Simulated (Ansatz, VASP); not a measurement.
# Be: VASP beside Ansatz

```xyz
2
Lattice="2.2575 0.0000 0.0000 -1.1287 1.9550 0.0000 0.0000 0.0000 3.5522" Properties=species:S:1:pos:R:3 pbc="T T T"
Be    0.0000    1.3034    2.6641
Be    1.1287    0.6517    0.8880
```

Alike in both runs: functional PBEsol; k mesh 27 × 27 × 16; occupations gaussian, width 0.1 eV; no spin polarisation.

Ansatz relaxed the structure, and its values are those at the end. VASP's run is a single point on that final structure, the one shown.

|  | VASP | Ansatz |
| --- | --- | --- |
| version | VASP 6.6.1 | Ansatz 0.2.0 |
| potentials or method | VASP PAW PBE potentials, release 64 (Be), cutoff 520 eV | scalar-relativistic, plane waves, PAW |
| valence electrons in the cell | 4 | 4 |

Ansatz gave:

| Quantity | Value |
| --- | --- |
| gap on the k mesh at the Fermi level (eV) | none |
| pressure (GPa) | 0.0 |

Question: Estimate VASP's values.

Answer: gap on the k mesh at the Fermi level (eV): none; pressure (GPa): 0.4.

VASP's potentials were made for PBE, not for PBEsol. A gap of «none» marks a metal or a gap that the smearing closes. The functional is the same, so the differences come from potentials, cutoffs and numerics.
